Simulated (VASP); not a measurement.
In: single point with LDA

The system is In.

```
CELL_PARAMETERS angstrom
3.59304 0.00000 0.00000
-1.79652 3.11167 0.00000
0.00000 0.00000 4.74764
ATOMIC_POSITIONS crystal
In 0.33333 0.66667 0.25000
In 0.66667 0.33333 0.75000
```

This isn't the form of In at room conditions, which is tetragonal.

This cell differs from its parent crystal: ratio of the length along z to the lengths across it x 0.8, volume and fractional coordinates fixed.

```json
{
 "Program": "VASP 6.6.1",
 "Task": "single point",
 "Functional": "LDA",
 "Potentials or basis": "VASP PAW LDA potentials, release 64 (In_d)",
 "Cutoff": "520 eV",
 "k mesh": "18 × 18 × 10",
 "Occupations": "gaussian, width 0.15 eV",
 "Spin": "no spin polarisation",
 "Dipole correction": "no",
 "Further INCAR settings": "ALGO = Fast; EDIFF = 1e-06; NBANDS = 20"
}
```

```json
{
 "Pressure": "-1.1 GPa",
 "Band gap on the k mesh": "zero (bands 13 and 14 overlap by 9.24 eV)"
}
```

Stress tensor (GPa, compression positive):
```
-1.86  0.00  0.00
 0.00 -1.86  0.00
 0.00  0.00  0.39
```

Levels at points of the mesh, in eV from the Fermi level:
```
           k point  band 10  band 11  band 12  band 13  band 14  band 15  band 16  band 17
(0.00, 0.00, 0.00)   -14.20    -9.50    -2.29    -1.92     5.61     5.61     7.99     7.99
(0.50, 0.00, 0.00)   -14.13    -5.78    -4.70     1.28     1.52     2.20     2.21     3.59
(0.00, 0.00, 0.50)   -14.27    -7.68    -7.68     6.65     6.65     7.07     7.07     7.07
(0.50, 0.00, 0.50)   -14.25    -4.05    -4.05    -2.59    -2.59     4.35     4.35     6.41
```

Run time: 4.9 min on 1 thread of Intel Xeon 8259CL, with other jobs on the host, peak memory 0.29 GiB.

Caveat: spin-orbit coupling is left out, which moves the levels of the heavy elements.
